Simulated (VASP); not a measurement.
# Si3C4 in VASP: single point with PBE

Aim: the single point of Si3C4 with PBE.

All numbers are computed with VASP 6.6.1; they aren't measurements. Logs are shortened: lines on timing, memory, paths and dates and some standing lists are left out, and cuts for length are marked.

### 1 The cell of the first run

The cell holds a slab with vacuum, 7 atoms: a = 3.097 Å, b = 3.097 Å, c = 20.970 Å, α = 90.00°, β = 90.00°, γ = 90.00°.

### 2 Single point, PBE, collinear spin

Input file INCAR:

```
SYSTEM = Si3C4
ALGO     = Normal         ! electronic algorithm
DIPOL    = 0.5 0.5 0.350
EDIFF    = 1E-7           ! SCF threshold, eV
ENCUT    = 520            ! plane-wave cutoff, eV
GGA      = PE             ! functional
IDIPOL   = 3            
ISIF     = 2              ! what is computed and relaxed
ISMEAR   = 0              ! smearing method
ISPIN    = 2              ! spin polarisation
LASPH    = .TRUE.         ! aspherical terms in the spheres
LCHARG   = .FALSE.        ! write CHGCAR
LDIPOL   = .TRUE.       
LORBIT   = 11             ! projections on sites
LREAL    = .FALSE.        ! projectors in reciprocal space
LWAVE    = .FALSE.        ! write WAVECAR
MAGMOM   = 0 0 0 2 0 0 0  ! initial moments
NBANDS   = 27             ! bands
NELM     = 150            ! most SCF steps
PREC     = Accurate       ! precision mode
SIGMA    = 0.05           ! smearing width, eV
```

Input file KPOINTS:

```
k-points
0
G
  9 9 1
  0 0 0
```

Input file POSCAR:

```
Si3C4
1.0
    3.0967390168      0.0000000000      0.0000000000
    0.0000000000      3.0967390168      0.0000000000
    0.0000000000      0.0000000000     20.9699133985
C Si
4 3
Direct
    0.0000000000      0.5000000000      0.1907494764
    0.5000000000      0.0000000000      0.2951717082
    0.0000000000      0.5000000000      0.3986724483
    0.7500000000      0.7500000000      0.5218673535
    0.5000000000      0.5000000000      0.2429605923
    0.0000000000      0.0000000000      0.3461922397
    0.5000000000      0.5000000000      0.4515952555
```

Potentials or basis: VASP PAW PBE potentials, release 64 (C, Si).

Command:

```console
$ cat potpaw_PBE.64/C/POTCAR potpaw_PBE.64/Si/POTCAR > POTCAR
$ mpirun -np 1 vasp_std > vasp.out
```

OUTCAR:

```text
SYSTEM = Si3C4
   EDIFF = 1E-7
   ENCUT = 520
   GGA = PE
   ISIF = 2
   ISMEAR = 0
   ISPIN = 2
   LASPH = .TRUE.
   LORBIT = 11
   LREAL = .FALSE.
   NELM = 150
   PREC = Accurate

 ion  position               nearest neighbor table
   1  0.000  0.500  0.191-   5 1.90   5 1.90
   2  0.500  0.000  0.295-   6 1.88   6 1.88   5 1.90   5 1.90
   3  0.000  0.500  0.399-   6 1.90   6 1.90   7 1.91   7 1.91
   4  0.750  0.750  0.522-   7 1.84
   5  0.500  0.500  0.243-   1 1.90   2 1.90   2 1.90   1 1.90   6 3.08   6 3.08   6 3.08   6 3.08

   6  0.000  0.000  0.346-   2 1.88   2 1.88   3 1.90   3 1.90   5 3.08   5 3.08   5 3.08   5 3.08
                             7 3.11   7 3.11   7 3.11   7 3.11
   7  0.500  0.500  0.452-   4 1.84   3 1.91   3 1.91   6 3.11   6 3.11   6 3.11   6 3.11

  LATTYP: Found a simple tetragonal cell.
 ALAT       =     3.0967390168
 C/A-ratio  =     6.7716114547

  Lattice vectors:

 A1 = (   3.0967390168,   0.0000000000,   0.0000000000)
 A2 = (   0.0000000000,   3.0967390168,   0.0000000000)
 A3 = (   0.0000000000,   0.0000000000,  20.9699133985)

Analysis of symmetry for initial positions (statically):
=====================================================================
 Subroutine PRICEL returns:
 Original cell was already a primitive cell.

 Routine SETGRP: Setting up the symmetry group for a
 simple tetragonal supercell.

 Subroutine GETGRP returns: Found  1 space group operations
 (whereof  1 operations were pure point group operations)
 out of a pool of 16 trial point group operations.

The static configuration has the point symmetry C_1 .

Analysis of symmetry for dynamics (positions and initial velocities):
=====================================================================
 Subroutine PRICEL returns:
 Original cell was already a primitive cell.

 Routine SETGRP: Setting up the symmetry group for a
 simple tetragonal supercell.

 Subroutine GETGRP returns: Found  1 space group operations
 (whereof  1 operations were pure point group operations)
 out of a pool of 16 trial point group operations.

The dynamic configuration has the point symmetry C_1 .

Analysis of structural, dynamic, and magnetic symmetry:
=====================================================================
 Subroutine PRICEL returns:
 Original cell was already a primitive cell.

 Routine SETGRP: Setting up the symmetry group for a
 simple tetragonal supercell.

 Subroutine GETGRP returns: Found  1 space group operations
 (whereof  1 operations were pure point group operations)
 out of a pool of 16 trial point group operations.

The overall configuration has the point symmetry C_1 .

 Subroutine INISYM returns: Found  1 space group operations
 (whereof  1 operations are pure point group operations),
 and found     1 'primitive' translations

----------------------------------------------------------------------------------------

                                     Primitive cell

  volume of cell :     201.0971

  direct lattice vectors                    reciprocal lattice vectors
     3.096739017  0.000000000  0.000000000     0.322920335  0.000000000  0.000000000
     0.000000000  3.096739017  0.000000000     0.000000000  0.322920335  0.000000000
     0.000000000  0.000000000 20.969913399     0.000000000  0.000000000  0.047687369

  length of vectors
     3.096739017  3.096739017 20.969913399     0.322920335  0.322920335  0.047687369

  position of ions in fractional coordinates (direct lattice)
     0.000000000  0.500000000  0.190749476
     0.500000000  0.000000000  0.295171708
     0.000000000  0.500000000  0.398672448
     0.750000000  0.750000000  0.521867353
     0.500000000  0.500000000  0.242960592
     0.000000000  0.000000000  0.346192240
     0.500000000  0.500000000  0.451595256

  ion indices of the primitive-cell ions
   primitive index   ion index
                 1           1
                 2           2
                 3           3
                 4           4
                 5           5
                 6           6
                 7           7

----------------------------------------------------------------------------------------

 KPOINTS: k-points

Automatic generation of k-mesh.
 Grid dimensions read from file:
 generate k-points for:    9    9    1

 Generating k-lattice:

  Cartesian coordinates                     Fractional coordinates (reciprocal lattice)
     0.035880037  0.000000000  0.000000000     0.111111111  0.000000000  0.000000000
     0.000000000  0.035880037  0.000000000     0.000000000  0.111111111  0.000000000
     0.000000000  0.000000000  0.047687369     0.000000000  0.000000000  1.000000000

  Length of vectors
     0.035880037  0.035880037  0.047687369

  Shift w.r.t. Gamma in fractional coordinates (k-lattice)
     0.000000000  0.000000000  0.000000000

 Subroutine IBZKPT returns following result:
 ===========================================

 Found     41 irreducible k-points:

 Following reciprocal coordinates:
            Coordinates               Weight
  0.000000  0.000000  0.000000      1.000000
  0.111111  0.000000  0.000000      2.000000
  0.000000  0.111111  0.000000      2.000000
  0.222222  0.000000  0.000000      2.000000
  0.000000  0.222222  0.000000      2.000000
  0.333333  0.000000  0.000000      2.000000
[... 16 lines left out ...]
  0.111111  0.444444  0.000000      2.000000
  0.222222  0.222222  0.000000      2.000000
 [... further k-points ...]
   k-points           NKPTS =     41   k-points in BZ     NKDIM =     41   number of bands    NBANDS=     27
   number of dos      NEDOS =    301   number of ions     NIONS =      7
   total plane-waves  NPLWV =  92160
   dimension x,y,z NGX =    24 NGY =   24 NGZ =  160
   dimension x,y,z NGXF=    48 NGYF=   48 NGZF=  320
   ions per type =               4   3
   NGX,Y,Z   is equivalent  to a cutoff of  12.88, 12.88, 12.68 a.u.
   NGXF,Y,Z  is equivalent  to a cutoff of  25.77, 25.77, 25.37 a.u.
 SYSTEM =  Si3C4
   PREC   = accura    normal or accurate (medium, high low for compatibility)
   ISTART =      0    job   : 0-new  1-cont  2-samecut
   ICHARG =      2    charge: 1-file 2-atom 10-const
   ISPIN  =      2    spin polarized calculation?
   LNONCOLLINEAR =      F non collinear calculations
   LSORBIT =      F    spin-orbit coupling
   LASPH  =      T    aspherical Exc in radial PAW
   ENCUT  =  520.0 eV  38.22 Ry    6.18 a.u.   5.76  5.76 38.99*2*pi/ulx,y,z
   NELM   =    150;   NELMIN=  2; NELMDL= -5     # of ELM steps
   EDIFF  = 0.1E-06   stopping-criterion for ELM
   LREAL  =      F    real-space projection
   EDIFFG = 0.1E-05   stopping-criterion for IOM
   NSW    =      0    number of steps for IOM
   IBRION =     -1    ionic relax: 0-MD 1-quasi-New 2-CG
   NFREE  =      0    steps in history (QN), initial steepest desc. (CG)
   ISIF   =      2    stress and relaxation
   ISYM   =      2    0-nonsym 1-usesym 2-fastsym
   POTIM  = 0.5000    time-step for ionic-motion
   TEBEG  =    0.0;   TEEND  =   0.0 temperature during run
   PSTRESS=    0.0 pullay stress
   NELECT =      28.0000    total number of electrons
   NUPDOWN=      -1.0000    fix difference up-down
   EMIN   =  10.00;   EMAX   =-10.00  energy-range for DOS
   EFERMI =   0.00;   METHOD = LEGACY
   ISMEAR =     0;   SIGMA  =   0.05  broadening in eV -4-tet -1-fermi 0-gaus
   EFERMI_NEDOS =   21; number of points for ismear=-14 and -15
   IALGO  =     38    algorithm
   IMIX   =      4    mixing-type and parameters
     AMIX     =   0.40;   BMIX     =  1.00
     AMIX_MAG =   1.60;   BMIX_MAG =  1.00
  volume/ion in A,a.u.               =      28.73       193.87
  Fermi-wavevector in a.u.,A,eV,Ry     =   0.848514  1.603459  9.795863  0.719976
  Thomas-Fermi vector in A             =   1.964189
   LORBIT       =     11    0 simple, 1 ext, 2 COOP (PROOUT), +10 PAW based schemes
   GGA     = PE    functional components
   LHFCALC =     F    Hartree Fock is set to
   AEXX    =    0.0000 exact exchange contribution
   IVDW    =     0    specifies the selected vdW correction
   LEPSILON=     F    determine dielectric tensor
   LRPA    =     F    only Hartree local field effects (RPA)
 spin polarized calculation
 Gauss-broadening in eV      SIGMA  =   0.05
  energy-cutoff  :      520.00
  volume of cell :      201.10
 maximum number of plane-waves:      5438
   NGX = 11   NGY = 11   NGZ = 77

 dipolmoment           0.000000      0.000000     -0.002071 electrons x Angstroem

 number of electron      27.9999998 magnetization       0.0551523

 number of electron      27.9999998 magnetization      -0.2223049

 dipolmoment           0.000000      0.000000      0.023842 electrons x Angstroem

 Free energy of the ion-electron system (eV)
  ---------------------------------------------------
  ext. energy  EPLUGINS =         0.00000000
  ---------------------------------------------------
  free energy    TOTEN  =       -44.35374072 eV

  energy without entropy =      -44.34991375  energy(sigma->0) =      -44.35182724

 E-fermi :  -1.4125     XC(G=0):  -5.0072

 val. band max:       -1.4140486987   @ k =   0.1111   0.2222   0.0000
 cond. band min:      -1.4048433194   @ k =   0.2222   0.4444   0.0000
 fundamental gap:      0.0092053792
 Fermi energy:        -1.4125043243

 spin component 1

 k-point     1 :       0.0000    0.0000    0.0000
  band No.  band energies     occupation
      1     -17.0421      1.00000
      2     -15.3418      1.00000
      3     -12.9813      1.00000
      4     -11.7178      1.00000
      5      -7.8718      1.00000
      6      -5.0564      1.00000
[... 18 lines left out ...]
     25       5.3363      0.00000
     26       6.4593      0.00000
[... 644 lines left out ...]
      4     -11.3436      1.00000
      5      -8.1862      1.00000
      6      -7.3727      1.00000
[... 18 lines left out ...]
     25       6.6996      0.00000
     26       7.0445      0.00000

 [... further k-points ...]

 spin component 2

 k-point     1 :       0.0000    0.0000    0.0000
  band No.  band energies     occupation
      1     -17.0590      1.00000
      2     -15.3823      1.00000
      3     -12.9852      1.00000
      4     -11.7130      1.00000
      5      -7.8651      1.00000
      6      -5.2002      1.00000
[... 18 lines left out ...]
     25       5.4376      0.00000
     26       6.3968      0.00000
[... 644 lines left out ...]
      4     -11.3192      1.00000
      5      -8.1597      1.00000
      6      -7.4226      1.00000
[... 18 lines left out ...]
     25       6.8188      0.00000
     26       7.0001      0.00000

 [... further k-points ...]

 [bands above 26 left out]

------------------------ aborting loop because EDIFF is reached ----------------------------------------

 vacuum level on the upper side and lower side of the slab       (xc-potential included)         0.219        -0.220

  FORCE on cell =-STRESS in cart. coord.  units (eV):
  Direction    XX          YY          ZZ          XY          YZ          ZX
  --------------------------------------------------------------------------------------
  -------------------------------------------------------------------------------------
  Total       -0.8405962     -4.2241120     -1.5546532      0.7112035      1.5667515     -1.1488568
  in kB       -6.6971828    -33.6542685    -12.3862048      5.6662873     12.4825939     -9.1531510
  external PRESSURE =     -17.5792187 kB  Pullay stress =       0.0000000 kB

 VOLUME and BASIS-vectors are now :
 -----------------------------------------------------------------------------
  energy-cutoff  :      520.00
  volume of cell :      201.10
      direct lattice vectors                 reciprocal lattice vectors
     3.096739017  0.000000000  0.000000000     0.322920335  0.000000000  0.000000000
     0.000000000  3.096739017  0.000000000     0.000000000  0.322920335  0.000000000
     0.000000000  0.000000000 20.969913399     0.000000000  0.000000000  0.047687369

 POSITION                                       TOTAL-FORCE (eV/Angst)
 -----------------------------------------------------------------------------------
      0.00000      1.54837      4.00000         0.003885      0.016885      2.115083
      1.54837      0.00000      6.18973         0.038229     -0.051578      0.268184
      0.00000      1.54837      8.36013         0.181619     -0.397448      0.015861
      2.32255      2.32255     10.94351        -0.379755      0.758184     -0.008451
      1.54837      1.54837      5.09486         0.001641     -0.006869     -2.519352
      0.00000      0.00000      7.25962         0.106024      0.044526      0.032183
      1.54837      1.54837      9.46991         0.048357     -0.363701      0.096490
 -----------------------------------------------------------------------------------
    total drift:                                0.000021      0.000020      0.000061

  FREE ENERGIE OF THE ION-ELECTRON SYSTEM (eV)
  ---------------------------------------------------
  free  energy   TOTEN  =       -44.3537407248 eV

  energy  without entropy=      -44.3499137508  energy(sigma->0) =      -44.35182724

 vacuum level on the upper side and lower side of the slab         5.637         5.188

 total charge

# of ion       s       p       d       tot
------------------------------------------
    1        0.912   1.324   0.000   2.236
    2        0.847   1.680   0.000   2.528
    3        0.849   1.656   0.000   2.505
    4        1.008   1.107   0.000   2.115
    5        0.709   0.954   0.000   1.662
    6        0.712   0.955   0.000   1.667
    7        0.742   0.893   0.000   1.635
--------------------------------------------------
tot          5.780   8.568   0.000  14.348

 magnetization (x)

# of ion       s       p       d       tot
------------------------------------------
    1       -0.058  -0.300   0.000  -0.358
    2       -0.005  -0.038   0.000  -0.043
    3        0.007   0.020   0.000   0.027
    4        0.023   0.240   0.000   0.263
    5       -0.003  -0.016   0.000  -0.019
    6       -0.001  -0.002   0.000  -0.003
    7       -0.004  -0.002   0.000  -0.007
--------------------------------------------------
tot         -0.040  -0.098   0.000  -0.138
```

Run time: 12 min. Hardware: 1 thread of Intel Xeon Platinum 8559C (Emerald Rapids), shared host; peak memory 0.54 GiB.

What came out:

| Property | Result |
| --- | --- |
| Free energy | -44.3537 eV |
| Largest force | 2.519 eV/Å |
| Net moment | -0.22 μB per cell |
| Site moments | C -0.36, -0.04, +0.03, +0.26; Si -0.02, -0.00, -0.01 μB |
| Valence electrons inside the program's atomic spheres | C 2.24, 2.53, 2.50, 2.12; Si 1.66, 1.67, 1.64 |

Forces in eV/Å, atoms in the order of the input:
```
C    0.004  0.017  2.115
C    0.038 -0.052  0.268
C    0.182 -0.397  0.016
C   -0.380  0.758 -0.008
Si   0.002 -0.007 -2.519
Si   0.106  0.045  0.032
Si   0.048 -0.364  0.096
```

Levels at points of the mesh, in eV from the Fermi level:
Spin up:
| k point | band 12 | band 13 | band 14 | band 15 | band 16 | band 17 |
| --- | --- | --- | --- | --- | --- | --- |
| (0.00, 0.00, 0.00) | -0.54 | -0.01 | 0.53 | 0.89 | 1.65 | 2.08 |
Spin down:
| k point | band 11 | band 12 | band 13 | band 14 | band 15 | band 16 | band 17 | band 18 |
| --- | --- | --- | --- | --- | --- | --- | --- | --- |
| (0.00, 0.00, 0.00) | -1.45 | -0.84 | -0.61 | 0.90 | 1.21 | 1.53 | 2.25 | 2.90 |
